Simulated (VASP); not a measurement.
Here is a VASP 6.6.1 calculation.

Contents of INCAR:

```
  PREC = Accurate
  ENCUT = 520
  EDIFF = 1E-8
  ISMEAR = -1
  SIGMA = 0.05
  LREAL = False
  LASPH = True
  NELM = 80
  ALGO = Normal
  ISIF = 2
  LWAVE = False
  LCHARG = False
  GGA = PS
  LEFG = True
  NBANDS = 8
```

Contents of KPOINTS:

```
regular mesh
0
Gamma
  19 19 19
```

The input POSCAR:

```
Sb
1.0
   -1.5351000000      1.5351000000      2.4800000000
    1.5351000000     -1.5351000000      2.4800000000
    1.5351000000      1.5351000000     -2.4800000000
Sb
1
Direct
    0.0000000000      0.0000000000      0.0000000000
```

Potentials or basis: VASP PAW PBE potentials, release 64 (Sb).

Run with:

```console
$ cat potpaw_PBE.64/Sb/POTCAR > POTCAR
$ mpirun -np 1 vasp_std > vasp.out
```

Task: Estimate the pressure.

Result: 10.3 GPa.

Stress tensor (GPa, compression positive):
```
10.38  0.00  0.00
 0.00 10.38  0.00
 0.00  0.00 10.21
```

Caveat: the cell differs from its parent crystal (equal xx and yy strain of +2 %); without QUAD_EFG the Cq values of the log hold for a quadrupole moment of 1 mb, not for the nuclei; the PAW data sets were made with another functional, which shifts forces and pressure a little.
